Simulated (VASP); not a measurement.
# Fe (Fd-3m) in VASP: notebook

Runs on Fe. Level: PBEsol. Tasks: single point, relaxation of cell and atoms.

All numbers are computed with VASP 6.6.1; they aren't measurements. Logs are shortened: lines on timing, memory, paths and dates and some standing lists are left out, and cuts for length are marked.

### 1 The cell of the first run

Symmetry: Fd-3m, No. 227, cubic system. The conventional cell has a = 4.803 Å, b = 4.803 Å, c = 4.803 Å, α = 90.00°, β = 90.00°, γ = 90.00°. Fe (site symmetry -43m) has 4 Fe at 2.08 Å within 2.8 Å.

### 2 Single point, PBEsol

INCAR reads:

```
SYSTEM = Fe
PREC     = Accurate       ! precision mode
ENCUT    = 600            ! plane-wave cutoff, eV
EDIFF    = 1E-6           ! SCF threshold, eV
ISMEAR   = 0              ! smearing method
SIGMA    = 0.1            ! smearing width, eV
LREAL    = .False.        ! projectors in reciprocal space
LASPH    = .True.         ! aspherical terms in the spheres
NELM     = 120            ! most SCF steps
ALGO     = Normal         ! electronic algorithm
ISIF     = 2              ! what is computed and relaxed
LWAVE    = .False.        ! write WAVECAR
LCHARG   = .False.        ! write CHGCAR
GGA      = PS             ! functional
NBANDS   = 15             ! bands
GGA_COMPAT= .False.
```

KPOINTS reads:

```
regular mesh
0
Gamma
  6 6 6
  0 0 0
```

POSCAR reads:

```
Fe
1.0
    0.0000000000      2.4017191494      2.4017191494
    2.4017191494      0.0000000000      2.4017191494
    2.4017191494      2.4017191494      0.0000000000
Fe
2
Direct
    0.5000000000      0.5000000000      0.5000000000
    0.7500000000      0.7500000000      0.7500000000
```

Potentials or basis: VASP PAW PBE potentials, release 64 (Fe).

Run with:

```console
cat potpaw_PBE.64/Fe/POTCAR > POTCAR
mpirun -np 1 vasp_std > vasp.out
```

OUTCAR:

```text
SYSTEM = Fe
   PREC = Accurate
   ENCUT = 600
   EDIFF = 1E-6
   ISMEAR = 0
   LREAL = .False.
   LASPH = .True.
   NELM = 120
   ISIF = 2
   GGA = PS

 ion  position               nearest neighbor table
   1  0.500  0.500  0.500-   2 2.08   2 2.08   2 2.08   2 2.08
   2  0.750  0.750  0.750-   1 2.08   1 2.08   1 2.08   1 2.08

  LATTYP: Found a face centered cubic cell.
 ALAT       =     4.8034382988

  Lattice vectors:

 A1 = (   0.0000000000,   2.4017191494,   2.4017191494)
 A2 = (   2.4017191494,   0.0000000000,   2.4017191494)
 A3 = (   2.4017191494,   2.4017191494,   0.0000000000)

Analysis of symmetry for initial positions (statically):
=====================================================================
 Subroutine PRICEL returns:
 Original cell was already a primitive cell.

 Routine SETGRP: Setting up the symmetry group for a
 face centered cubic supercell.

 Subroutine GETGRP returns: Found 48 space group operations
 (whereof 24 operations were pure point group operations)
 out of a pool of 48 trial point group operations.

The static configuration has the point symmetry T_d .
 The point group associated with its full space group is O_h .

Analysis of symmetry for dynamics (positions and initial velocities):
=====================================================================
 Subroutine PRICEL returns:
 Original cell was already a primitive cell.

 Routine SETGRP: Setting up the symmetry group for a
 face centered cubic supercell.

 Subroutine GETGRP returns: Found 48 space group operations
 (whereof 24 operations were pure point group operations)
 out of a pool of 48 trial point group operations.

The dynamic configuration has the point symmetry T_d .
 The point group associated with its full space group is O_h .

 Subroutine INISYM returns: Found 48 space group operations
 (whereof 24 operations are pure point group operations),
 and found     1 'primitive' translations

----------------------------------------------------------------------------------------

                                     Primitive cell

  volume of cell :      27.7075

  direct lattice vectors                    reciprocal lattice vectors
     0.000000000  2.401719149  2.401719149    -0.208184208  0.208184208  0.208184208
     2.401719149  0.000000000  2.401719149     0.208184208 -0.208184208  0.208184208
     2.401719149  2.401719149  0.000000000     0.208184208  0.208184208 -0.208184208

  length of vectors
     3.396543794  3.396543794  3.396543794     0.360585626  0.360585626  0.360585626

  position of ions in fractional coordinates (direct lattice)
     0.500000000  0.500000000  0.500000000
     0.750000000  0.750000000  0.750000000

  ion indices of the primitive-cell ions
   primitive index   ion index
                 1           1
                 2           2

----------------------------------------------------------------------------------------

 KPOINTS: regular mesh

Automatic generation of k-mesh.
 Grid dimensions read from file:
 generate k-points for:    6    6    6

 Generating k-lattice:

  Cartesian coordinates                     Fractional coordinates (reciprocal lattice)
    -0.034697368  0.034697368  0.034697368     0.166666667  0.000000000  0.000000000
     0.034697368 -0.034697368  0.034697368     0.000000000  0.166666667  0.000000000
     0.034697368  0.034697368 -0.034697368     0.000000000  0.000000000  0.166666667

  Length of vectors
     0.060097604  0.060097604  0.060097604

  Shift w.r.t. Gamma in fractional coordinates (k-lattice)
     0.000000000  0.000000000  0.000000000

 Subroutine IBZKPT returns following result:
 ===========================================

 Found     16 irreducible k-points:

 Following reciprocal coordinates:
            Coordinates               Weight
  0.000000  0.000000  0.000000      1.000000
  0.166667  0.000000  0.000000      8.000000
  0.333333  0.000000  0.000000      8.000000
  0.500000  0.000000  0.000000      4.000000
  0.166667  0.166667  0.000000      6.000000
  0.333333  0.166667  0.000000     24.000000
[... 8 lines left out ...]
 -0.333333  0.333333  0.166667     24.000000
 -0.333333  0.500000  0.166667     12.000000
   k-points           NKPTS =     16   k-points in BZ     NKDIM =     16   number of bands    NBANDS=     15
   number of dos      NEDOS =    301   number of ions     NIONS =      2
   total plane-waves  NPLWV =  21952
   dimension x,y,z NGX =    28 NGY =   28 NGZ =   28
   dimension x,y,z NGXF=    56 NGYF=   56 NGZF=   56
   ions per type =               2
   NGX,Y,Z   is equivalent  to a cutoff of  13.70, 13.70, 13.70 a.u.
   NGXF,Y,Z  is equivalent  to a cutoff of  27.41, 27.41, 27.41 a.u.
 SYSTEM =  Fe
   PREC   = accura    normal or accurate (medium, high low for compatibility)
   ISTART =      0    job   : 0-new  1-cont  2-samecut
   ICHARG =      2    charge: 1-file 2-atom 10-const
   ISPIN  =      1    spin polarized calculation?
   LNONCOLLINEAR =      F non collinear calculations
   LSORBIT =      F    spin-orbit coupling
   LASPH  =      T    aspherical Exc in radial PAW
   ENCUT  =  600.0 eV  44.10 Ry    6.64 a.u.   6.78  6.78  6.78*2*pi/ulx,y,z
   NELM   =    120;   NELMIN=  2; NELMDL= -5     # of ELM steps
   EDIFF  = 0.1E-05   stopping-criterion for ELM
   LREAL  =      F    real-space projection
   EDIFFG = 0.1E-04   stopping-criterion for IOM
   NSW    =      0    number of steps for IOM
   IBRION =     -1    ionic relax: 0-MD 1-quasi-New 2-CG
   NFREE  =      0    steps in history (QN), initial steepest desc. (CG)
   ISIF   =      2    stress and relaxation
   ISYM   =      2    0-nonsym 1-usesym 2-fastsym
   POTIM  = 0.5000    time-step for ionic-motion
   TEBEG  =    0.0;   TEEND  =   0.0 temperature during run
   PSTRESS=    0.0 pullay stress
   NELECT =      16.0000    total number of electrons
   NUPDOWN=      -1.0000    fix difference up-down
   EMIN   =  10.00;   EMAX   =-10.00  energy-range for DOS
   EFERMI =   0.00;   METHOD = LEGACY
   ISMEAR =     0;   SIGMA  =   0.10  broadening in eV -4-tet -1-fermi 0-gaus
   EFERMI_NEDOS =   21; number of points for ismear=-14 and -15
   IALGO  =     38    algorithm
   IMIX   =      4    mixing-type and parameters
     AMIX     =   0.40;   BMIX     =  1.00
     AMIX_MAG =   1.60;   BMIX_MAG =  1.00
  volume/ion in A,a.u.               =      13.85        93.49
  Fermi-wavevector in a.u.,A,eV,Ry     =   1.363272  2.576211 25.286582  1.858511
  Thomas-Fermi vector in A             =   2.489690
   LORBIT       =      0    0 simple, 1 ext, 2 COOP (PROOUT), +10 PAW based schemes
   GGA     = PS    functional components
   LHFCALC =     F    Hartree Fock is set to
   AEXX    =    0.0000 exact exchange contribution
   IVDW    =     0    specifies the selected vdW correction
   LEPSILON=     F    determine dielectric tensor
   LRPA    =     F    only Hartree local field effects (RPA)
 non-spin polarized calculation
 Gauss-broadening in eV      SIGMA  =   0.10
  energy-cutoff  :      600.00
  volume of cell :       27.71
 maximum number of plane-waves:       941
   NGX = 13   NGY = 13   NGZ = 13

 number of electron      16.0000005 magnetization

 Free energy of the ion-electron system (eV)
  ---------------------------------------------------
  ext. energy  EPLUGINS =         0.00000000
  ---------------------------------------------------
  free energy    TOTEN  =       -15.30946746 eV

  energy without entropy =      -15.29637097  energy(sigma->0) =      -15.30291921

 E-fermi :   3.8027     XC(G=0): -11.9121

 val. band max:        3.6746611256   @ k =   0.3333   0.1667   0.0000
 cond. band min:       3.8336360858   @ k =   0.5000   0.1667   0.0000
 fundamental gap:      0.1589749602
 Fermi energy:         3.8026839493

 k-point     1 :       0.0000    0.0000    0.0000
  band No.  band energies     occupation
      1      -3.0981      2.00000
      2       0.8822      2.00000
      3       0.8822      2.00000
      4       1.2361      2.00000
      5       1.2361      2.00000
      6       1.2361      2.00000
      7       3.3807      2.00000
      8       3.3807      2.00000
      9       3.3807      2.00000
     10       5.1208      0.00000
     11       5.1208      0.00000
     12      18.4978      0.00000
     13      18.4978      0.00000
     14      18.4978      0.00000
     15      18.7460      0.00000

 k-point     2 :       0.1667    0.0000    0.0000
  band No.  band energies     occupation
      1      -2.5168      2.00000
      2       0.7105      2.00000
      3       0.7105      2.00000
      4       1.2813      2.00000
      5       1.5376      2.00000
      6       1.5376      2.00000
      7       3.0583      2.00000
      8       3.3660      2.00000
      9       3.3660      2.00000
     10       5.1106      0.00000
     11       5.1106      0.00000
     12      13.3792      0.00000
     13      16.6967      0.00000
     14      16.6967      0.00000
     15      18.2785      0.00000

 k-point     3 :       0.3333    0.0000    0.0000
  band No.  band energies     occupation
      1      -0.9926      2.00000
      2       0.7568      2.00000
      3       0.7568      2.00000
      4       1.4463      2.00000
      5       1.5452      2.00000
      6       1.5452      2.00000
      7       2.4044      2.00000
      8       3.6466      1.97275
      9       3.6466      1.97275
     10       5.0072      0.00000
     11       5.0072      0.00000
     12       8.8143      0.00000
     13      15.4000      0.00000
     14      15.4000      0.00000
     15      17.1066      0.00000

 k-point     4 :       0.5000    0.0000    0.0000
  band No.  band energies     occupation
      1       0.4753      2.00000
      2       0.8225      2.00000
      3       1.0305      2.00000
      4       1.0305      2.00000
      5       1.2085      2.00000
      6       1.2085      2.00000
      7       2.6700      2.00000
      8       3.9924      0.00729
      9       3.9924      0.00729
     10       4.8522      0.00000
     11       4.8522      0.00000
     12       6.4225      0.00000
     13      14.9041      0.00000
     14      14.9041      0.00000
     15      16.7162      0.00000
[... 163 lines left out ...]
 k-point    14 :       0.5000    0.3333    0.1667
  band No.  band energies     occupation
      1      -0.1421      2.00000
      2       0.1510      2.00000
      3       1.2840      2.00000
      4       1.4820      2.00000
      5       1.5808      2.00000
      6       2.0389      2.00000
      7       2.4058      2.00000
      8       3.6714      1.93667
      9       4.3440      0.00000
     10       4.6183      0.00000
     11       5.3620      0.00000
     12       9.2593      0.00000
     13       9.4603      0.00000
     14      11.6821      0.00000
     15      17.7052      0.00000

 k-point    15 :      -0.3333    0.3333    0.1667
  band No.  band energies     occupation
      1       0.0216      2.00000
      2       0.2173      2.00000
      3       1.4066      2.00000
      4       1.5871      2.00000
      5       1.8355      2.00000
      6       2.2025      2.00000
      7       2.8096      2.00000
      8       3.1786      2.00000
      9       5.0540      0.00000
     10       5.1557      0.00000
     11       5.5034      0.00000
     12       6.3841      0.00000
     13       9.6128      0.00000
     14      10.1090      0.00000
     15      17.8155      0.00000

 k-point    16 :      -0.3333    0.5000    0.1667
  band No.  band energies     occupation
      1       0.0193      2.00000
      2       0.0193      2.00000
      3       1.5749      2.00000
      4       1.5749      2.00000
      5       2.3269      2.00000
      6       2.3269      2.00000
      7       2.8110      2.00000
      8       2.8110      2.00000
      9       5.2721      0.00000
     10       5.2721      0.00000
     11       6.9025      0.00000
     12       6.9025      0.00000
     13       8.1301      0.00000
     14       8.1301      0.00000
     15      18.1169      0.00000

------------------------ aborting loop because EDIFF is reached ----------------------------------------

  FORCE on cell =-STRESS in cart. coord.  units (eV):
  Direction    XX          YY          ZZ          XY          YZ          ZX
  --------------------------------------------------------------------------------------
  -------------------------------------------------------------------------------------
  Total       -0.2901086     -0.2901086     -0.2901086      0.0000000      0.0000000     -0.0000000
  in kB      -16.7754637    -16.7754637    -16.7754637      0.0000000      0.0000000     -0.0000000
  external PRESSURE =     -16.7754637 kB  Pullay stress =       0.0000000 kB

 VOLUME and BASIS-vectors are now :
 -----------------------------------------------------------------------------
  energy-cutoff  :      600.00
  volume of cell :       27.71
      direct lattice vectors                 reciprocal lattice vectors
     0.000000000  2.401719149  2.401719149    -0.208184208  0.208184208  0.208184208
     2.401719149  0.000000000  2.401719149     0.208184208 -0.208184208  0.208184208
     2.401719149  2.401719149  0.000000000     0.208184208  0.208184208 -0.208184208

 POSITION                                       TOTAL-FORCE (eV/Angst)
 -----------------------------------------------------------------------------------
      2.40172      2.40172      2.40172        -0.000000     -0.000000     -0.000000
      3.60258      3.60258      3.60258         0.000000      0.000000      0.000000
 -----------------------------------------------------------------------------------
    total drift:                                0.000000      0.000000      0.000000

  FREE ENERGIE OF THE ION-ELECTRON SYSTEM (eV)
  ---------------------------------------------------
  free  energy   TOTEN  =       -15.3094674638 eV

  energy  without entropy=      -15.2963709661  energy(sigma->0) =      -15.30291921
```

It took 10 s on 1 thread of Intel Xeon Platinum 8488C (Sapphire Rapids), shared host; peak memory 0.15 GiB.

What came out:

- Free energy: -15.3095 eV
- Pressure: -1.7 GPa
- Band gap on the k mesh: zero (band 8 reaches 4.08 eV, above the bottom of band 9 at 3.37 eV)

Caveat: the k points lie up to 0.38 Å⁻¹ apart; the PAW data sets were made with another functional, which shifts forces and pressure a little; the run has no spin polarisation, though such a crystal can be magnetic. Spin polarisation is off, so any magnetic state and its effect on volume and gap are missing.

### 3 Relaxation of cell and atoms, PBEsol

This run uses another cell than the first one, of 13.41 Å³/atom, 0.968 times its volume.

INCAR reads:

```
SYSTEM = Fe
  PREC = Accurate
  ENCUT = 600
  EDIFF = 1E-7
  ISMEAR = 0
  SIGMA = 0.1
  LREAL = .FALSE.
  LASPH = .TRUE.
  NELM = 120
  ALGO = Normal
  ISIF = 3
  LWAVE = .FALSE.
  LCHARG = .FALSE.
  GGA = PS
  IBRION = 2
  NSW = 90
  EDIFFG = -0.04
  GGA_COMPAT = .FALSE.
  NELMIN = 4
```

KPOINTS reads:

```
regular mesh
0
G
  6 6 6
  0 0 0
```

POSCAR reads:

```
Fe
1.0
    0.0000000000      2.3755431895      2.3755431895
    2.3755431895      0.0000000000      2.3755431895
    2.3755431895      2.3755431895      0.0000000000
Fe
2
Direct
    0.5000000000      0.5000000000      0.5000000000
    0.7500000000      0.7500000000      0.7500000000
```

Potentials or basis: VASP PAW PBE potentials, release 64 (Fe).

Run with:

```console
cat potpaw_PBE.64/Fe/POTCAR > POTCAR
mpirun -np 1 vasp_std > vasp.out
```

It took 21 s on 1 thread of Intel Xeon Platinum 8488C (Sapphire Rapids), shared host; peak memory 0.15 GiB.

Results (log left out):

```yaml
Free_energy: -15.3105 eV
Relaxed_volume: 13.72 Å³/atom
Relaxed_cell: a = 3.385 Å, b = 3.385 Å, c = 3.385 Å, α = 60.00°, β = 60.00°, γ = 60.00°
Space_group_after_relaxing_to_0.05_Å: Fd-3m (No. 227)
Energy_gained_by_relaxing: 3.9 meV/atom
Ionic_steps: 3
Pressure_after_relaxing: 0.0 GPa
Band_gap_on_the_k_mesh: zero (band 8 reaches 4.18 eV, above the bottom of band 9 at 3.45 eV)
```

Step by step:
```csv
step,energy change (eV),largest force (eV/Å),pressure (GPa),volume (Å³)
1,0.0000,0.0000,4.09,26.81
2,0.0021,0.0000,-4.23,28.16
3,-0.0077,0.0000,-0.01,27.43
```

Final structure:
```
Fe
1.0
     0.00000    2.39378    2.39378
     2.39378    0.00000    2.39378
     2.39378    2.39378    0.00000
Fe
2
Direct
  0.50000 0.50000 0.50000
  0.75000 0.75000 0.75000
```

Levels at points of the mesh, in eV from the Fermi level:
```tsv
k point	band 6	band 7	band 8	band 9	band 10	band 11
(0.00, 0.00, 0.00)	-2.60	-0.43	-0.43	-0.43	1.34	1.34
(0.50, 0.00, 0.00)	-2.63	-1.14	0.19	0.19	1.06	1.06
(0.50, 0.50, 0.00)	-1.40	-0.79	-0.79	1.28	1.28	2.88
```

Caveat: the k points lie up to 0.38 Å⁻¹ apart in the final cell; the PAW data sets were made with another functional, which shifts forces and pressure a little; the run has no spin polarisation, though such a crystal can be magnetic.

### 4 Single point, PBEsol, collinear spin, ferromagnetic start

This run uses another cell than the first one, of 13.41 Å³/atom, 0.968 times its volume.

INCAR reads:

```
  PREC = Accurate
  ENCUT = 600
  EDIFF = 1E-6
  ISMEAR = 0
  SIGMA = 0.1
  LREAL = F
  LASPH = T
  NELM = 200
  ALGO = Normal
  ISIF = 2
  LWAVE = F
  LCHARG = T
  ISPIN = 2
  MAGMOM = 4 4
  LORBIT = 11
  LMAXMIX = 4
  GGA = PS
  LELF = T
  LVHAR = T
  NBANDS = 19
  GGA_COMPAT = F
```

KPOINTS reads:

```
Automatic mesh
0
Gamma
  6 6 6
```

POSCAR is that of step 3.

Run with:

```console
cat potpaw_PBE.64/Fe/POTCAR > POTCAR
mpirun -np 1 vasp_std > vasp.out
```

It took 44 s on 1 thread of Intel Xeon Platinum 8488C (Sapphire Rapids), shared host; peak memory 0.17 GiB.

The run converged. Its results:

```
Free energy                                           : -15.3028 eV
Pressure                                              : 4.1 GPa
Band gap on the k mesh                                : zero (filled and empty bands overlap)
Net moment                                            : 0.00 μB per cell
Valence electrons inside the program's atomic spheres : Fe 7.64
```

Levels at points of the mesh, in eV from the Fermi level:
Spin up:
```
           k point  band 5  band 6  band 7  band 8  band 9  band 10  band 11  band 12
(0.00, 0.00, 0.00)   -2.66   -2.66   -0.44   -0.44   -0.44     1.38     1.38    15.02
(0.50, 0.00, 0.00)   -2.70   -2.70   -1.16    0.20    0.20     1.10     1.10     2.74
(0.50, 0.50, 0.00)   -1.40   -1.40   -0.82   -0.82    1.32     1.32     2.95     2.95
```
Spin down:
```csv
k point,band 5,band 6,band 7,band 8,band 9,band 10,band 11,band 12
"(0.00, 0.00, 0.00)",-2.66,-2.66,-0.44,-0.44,-0.44,1.38,1.38,15.02
"(0.50, 0.00, 0.00)",-2.70,-2.70,-1.16,0.20,0.20,1.10,1.10,2.74
"(0.50, 0.50, 0.00)",-1.40,-1.40,-0.82,-0.82,1.32,1.32,2.95,2.95
```

Caveat: the k points lie up to 0.38 Å⁻¹ apart; the starting moments collapsed, and a magnetic state may lie lower; the PAW data sets were made with another functional, which shifts forces and pressure a little.
